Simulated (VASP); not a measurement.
# Hf2B2O (C2) in VASP: further runs, part 2 of 2

VASP 6.6.1. The steps go on from the part before.

## (3) Relaxation of cell and atoms, PBE

INCAR

```
SYSTEM = Hf2B2O
PREC = Accurate
ENCUT = 600
EDIFF = 1E-6
ISMEAR = 0
SIGMA = 0.1
LREAL = .False.
LASPH = .True.
NELM = 60
ALGO = Normal
ISIF = 3
LWAVE = .False.
LCHARG = .False.
GGA = PE
IBRION = 2
NSW = 90
EDIFFG = -0.04
```

KPOINTS

```
regular mesh
0
Gamma
  4 4 6
  0 0 0
```

POSCAR

```
Hf2B2O
1.0
    2.8114407400     -3.5819129600      0.0000000000
    2.8114407400      3.5819129600      0.0000000000
   -1.8259884500      0.0000000000      2.6631383600
Hf B O
2 2 1
Direct
    0.7114458800      0.2885541200      0.5000000000
    0.2928541200      0.7071458800      0.5000000000
    0.7481104400      0.6509273400      0.2862671800
    0.3490726600      0.2518895600      0.7137328200
    0.8985169000      0.1014831000      0.0000000000
```

Potentials or basis: VASP PAW PBE potentials, release 64 (Hf_pv, B, O).

Started as:

```bash
> cat potpaw_PBE.64/Hf_pv/POTCAR potpaw_PBE.64/B/POTCAR potpaw_PBE.64/O/POTCAR > POTCAR
> mpirun -np 1 vasp_std > vasp.out
```

OUTCAR:

```text
SYSTEM = Hf2B2O
   PREC = Accurate
   ENCUT = 600
   EDIFF = 1E-6
   ISMEAR = 0
   LREAL = .False.
   LASPH = .True.
   NELM = 60
   ISIF = 3
   GGA = PE
   IBRION = 2
   NSW = 90
   EDIFFG = -0.04

 ion  position               nearest neighbor table
   1  0.711  0.289  0.500-   3 1.99   4 1.99   5 2.10   5 2.10   4 2.42   3 2.42   4 2.80   3 2.80
                             2 2.87   2 2.87   2 2.90   2 2.90   2 3.00
   2  0.293  0.707  0.500-   4 2.25   3 2.25   5 2.44   5 2.44   3 2.44   4 2.44   3 2.80   4 2.80
                             1 2.87   1 2.87   1 2.90   1 2.90   1 3.00
   3  0.748  0.651  0.286-   4 1.94   1 1.99   2 2.25   1 2.42   2 2.44   2 2.80   1 2.80
   4  0.349  0.252  0.714-   3 1.94   1 1.99   2 2.25   1 2.42   2 2.44   2 2.80   1 2.80
   5  0.899  0.101  0.000-   1 2.10   1 2.10   2 2.44   2 2.44

  LATTYP: Found a base centered monoclinic cell.
 ALAT       =     5.6228814800
 B/A-ratio  =     1.2740488921
 C/A-ratio  =     0.5742634451
 COS(beta)  =    -0.5654939001

  Lattice vectors:

 A1 = (   2.8114407400,  -3.5819129600,   0.0000000000)
 A2 = (   2.8114407400,   3.5819129600,   0.0000000000)
 A3 = (  -1.8259884500,   0.0000000000,   2.6631383600)

Analysis of symmetry for initial positions (statically):
=====================================================================
 Subroutine PRICEL returns:
 Original cell was already a primitive cell.

 Routine SETGRP: Setting up the symmetry group for a
 base centered monoclinic supercell.

 Subroutine GETGRP returns: Found  2 space group operations
 (whereof  2 operations were pure point group operations)
 out of a pool of  4 trial point group operations.

The static configuration has the point symmetry C_2 .

Analysis of symmetry for dynamics (positions and initial velocities):
=====================================================================
 Subroutine PRICEL returns:
 Original cell was already a primitive cell.

 Routine SETGRP: Setting up the symmetry group for a
 base centered monoclinic supercell.

 Subroutine GETGRP returns: Found  2 space group operations
 (whereof  2 operations were pure point group operations)
 out of a pool of  4 trial point group operations.
[... 147 lines left out ...]

 number of electron      31.9999999 magnetization

 Free energy of the ion-electron system (eV)
  ---------------------------------------------------
  ext. energy  EPLUGINS =         0.00000000
  ---------------------------------------------------
  free energy    TOTEN  =       -36.26910023 eV

  energy without entropy =      -36.25547087  energy(sigma->0) =      -36.26228555

------------------------ aborting loop because EDIFF is reached ----------------------------------------

  FORCE on cell =-STRESS in cart. coord.  units (eV):
  Direction    XX          YY          ZZ          XY          YZ          ZX
  --------------------------------------------------------------------------------------
  -------------------------------------------------------------------------------------
  Total       22.5838884     18.8694431      9.7839881      0.0000000      0.0000000     -4.9246329
  in kB      674.5926615    563.6402230    292.2528861      0.0000000      0.0000000   -147.1013827
  external PRESSURE =     510.1619235 kB  Pullay stress =       0.0000000 kB
[... 26 lines left out ...]
--------------------------------------- Ionic step        2  -------------------------------------------

 number of electron      32.0000000 magnetization

 E-fermi :   3.2663     XC(G=0): -10.4014

 val. band max:        3.2543143995   @ k =   0.5000   0.0000   0.0000
 cond. band min:       3.2679630358   @ k =  -0.2500   0.5000   0.3333
 fundamental gap:      0.0136486363
 Fermi energy:         3.2662933212

 k-point     1 :       0.0000    0.0000    0.0000
  band No.  band energies     occupation
      1     -28.2400      2.00000
      2     -28.0533      2.00000
      3     -28.0083      2.00000
      4     -27.9494      2.00000
      5     -27.9065      2.00000
      6     -27.7051      2.00000
[... 614 lines left out ...]
  FREE ENERGIE OF THE ION-ELECTRON SYSTEM (eV)
  ---------------------------------------------------
  free  energy   TOTEN  =       -39.6355953542 eV

  energy  without entropy=      -39.6210467048  energy(sigma->0) =      -39.62832103

[... ionic steps 4 to 39 ...]

--------------------------------------- Ionic step       40  -------------------------------------------

 number of electron      31.9999996 magnetization

------------------------ aborting loop because EDIFF is reached ----------------------------------------
[... 73 lines left out ...]
--------------------------------------- Ionic step       42  -------------------------------------------

 number of electron      31.9999996 magnetization

 Free energy of the ion-electron system (eV)
  ---------------------------------------------------
  ext. energy  EPLUGINS =         0.00000000
  ---------------------------------------------------
  free energy    TOTEN  =       -43.05846191 eV

  energy without entropy =      -43.04434012  energy(sigma->0) =      -43.05140102

 E-fermi :   5.4134     XC(G=0): -11.7696

 val. band max:        5.4076836059   @ k =   0.2500   0.2500   0.0000
 cond. band min:       5.4473815422   @ k =   0.2500   0.0000   0.5000
 fundamental gap:      0.0396979363
 Fermi energy:         5.4133773839

 k-point     1 :       0.0000    0.0000    0.0000
  band No.  band energies     occupation
      1     -25.6285      2.00000
      2     -25.2003      2.00000
      3     -25.0075      2.00000
      4     -24.9909      2.00000
      5     -24.9613      2.00000
      6     -24.9443      2.00000
[... 575 lines left out ...]
  FREE ENERGIE OF THE ION-ELECTRON SYSTEM (eV)
  ---------------------------------------------------
  free  energy   TOTEN  =       -43.0584619148 eV

  energy  without entropy=      -43.0443401156  energy(sigma->0) =      -43.05140102

 reached required accuracy - stopping structural energy minimisation
```

OSZICAR:

```text
N       E                     dE             d eps       ncg     rms          rms(c)
DAV:   1     0.141283402441E+03    0.14128E+03   -0.19189E+04  1360   0.175E+03
DAV:   2    -0.310835670973E+02   -0.17237E+03   -0.16458E+03  1648   0.370E+02
DAV:   3    -0.402457304276E+02   -0.91622E+01   -0.85953E+01  1760   0.619E+01
DAV:   4    -0.404061424354E+02   -0.16041E+00   -0.15766E+00  1620   0.765E+00
[... 419 lines left out ...]
DAV:   1    -0.430585425314E+02   -0.50248E-03   -0.33241E-02  1360   0.142E+00    0.179E-01
DAV:   2    -0.430585016714E+02    0.40860E-04   -0.95918E-04  1680   0.229E-01    0.686E-02
DAV:   3    -0.430584700189E+02    0.31652E-04   -0.61093E-05  1660   0.561E-02    0.324E-02
DAV:   4    -0.430584626036E+02    0.74153E-05   -0.11295E-05  1872   0.250E-02    0.156E-02
DAV:   5    -0.430584619148E+02    0.68876E-06   -0.16616E-06  1024   0.108E-02
  42 F= -.43058462E+02 E0= -.43051401E+02  d E =-.421671E-03
```

CONTCAR:

```text
Hf2B2O
   1.00000000000000
     3.4263028955018782   -3.1664283035284120    0.3983792321546487
     3.4263028955018782    3.1664283035284120    0.3983792321546487
    -1.8593754131707168    0.0000000000000000    2.6476889032142301
  Hf              B               O
     2     2     1
Direct
     0.7717195806885391    0.2282804193114609    0.5000000000000000
     0.2286676491171532    0.7713323508828465    0.5000000000000000
     0.6333132202869987    0.6337412903290767    0.1325508097196812
     0.3662587096709238    0.3666867797130015    0.8674491902803186
     0.0000408402363778    0.9999591597636220    0.0000000000000000

  0.00000000E+00  0.00000000E+00  0.00000000E+00
  0.00000000E+00  0.00000000E+00  0.00000000E+00
  0.00000000E+00  0.00000000E+00  0.00000000E+00
  0.00000000E+00  0.00000000E+00  0.00000000E+00
  0.00000000E+00  0.00000000E+00  0.00000000E+00
```

Wall time 34 min (1 thread of Oxide Virtual Turin-like, shared host); peak memory 0.2 GiB.

Results:

| Quantity | Value |
| --- | --- |
| Free energy | -43.0585 eV |
| Relaxed volume | 12.43 Å³/atom |
| Relaxed cell | a = 4.682 Å, b = 4.682 Å, c = 3.235 Å, α = 110.54°, β = 110.54°, γ = 85.10° |
| Space group after relaxing (to 0.1 Å) | Immm (No. 71) |
| Energy gained by relaxing | 1357.9 meV/atom |
| Ionic steps | 42 |
| Pressure after relaxing | 0.0 GPa |
| Largest force after relaxing | 0.037 eV/Å |
| Band gap on the k mesh | zero (bands 16 and 17 overlap by 0.74 eV) |

Forces on the atoms (eV/Å):
```
Hf   0.000  0.037  0.000
Hf   0.000  0.009  0.000
B    0.004 -0.022  0.005
B   -0.004 -0.022 -0.005
O    0.000 -0.002  0.000
```

Stress tensor (GPa, compression positive):
```
-0.24  0.00  0.09
 0.00  0.03  0.00
 0.09  0.00  0.14
```

The path:
```csv
step,energy change (eV),largest force (eV/Å),pressure (GPa),volume (Å³)
1,0.0000,6.8418,51.02,53.64
3,-3.3665,2.3659,-9.45,67.86
5,-3.3827,2.3768,-6.29,66.41
7,-4.5855,1.0196,13.60,62.42
9,-4.9307,2.6273,4.95,67.07
11,-5.1883,0.9531,-4.85,70.28
13,-5.3817,1.0227,2.45,67.03
15,-5.4807,0.6981,0.29,66.87
17,-5.5803,0.5779,-4.08,67.32
19,-5.5988,1.0694,-7.20,67.65
21,-5.6384,1.0865,-6.98,67.26
23,-5.8368,1.1362,-5.86,65.44
25,-5.3903,6.5266,26.25,57.66
27,-6.3643,1.6881,8.11,59.93
29,-6.4048,1.0876,4.29,60.72
31,-6.4640,1.5710,6.72,60.32
33,-6.7290,0.5377,-1.04,62.49
35,-6.7509,0.4462,-1.19,62.52
37,-6.7776,0.2147,1.75,61.58
39,-6.7859,0.1605,-0.40,62.20
41,-6.7889,0.0805,0.05,62.13
42,-6.7894,0.0374,-0.02,62.14
```

Final structure:
```
Hf B O
1.0
     3.42630   -3.16643    0.39838
     3.42630    3.16643    0.39838
    -1.85938    0.00000    2.64769
Hf B O
2 2 1
Cartesian
  2.4966 -1.7208 1.7222
  2.4966 1.7183 1.7222
  4.0949 0.0014 0.8557
  0.8984 0.0014 2.5887
  3.4263 3.1662 0.3984
```

Caveat: the k points lie up to 0.37 Å⁻¹ apart in the final cell, too coarse for converged energies and pressures of a metal; the volume moved by over 15 % at a fixed basis, so the end points are rough; spin-orbit coupling is left out, which moves the levels of the heavy elements.

The gap in the log of VASP goes by the Fermi energy; the results here count the filled bands.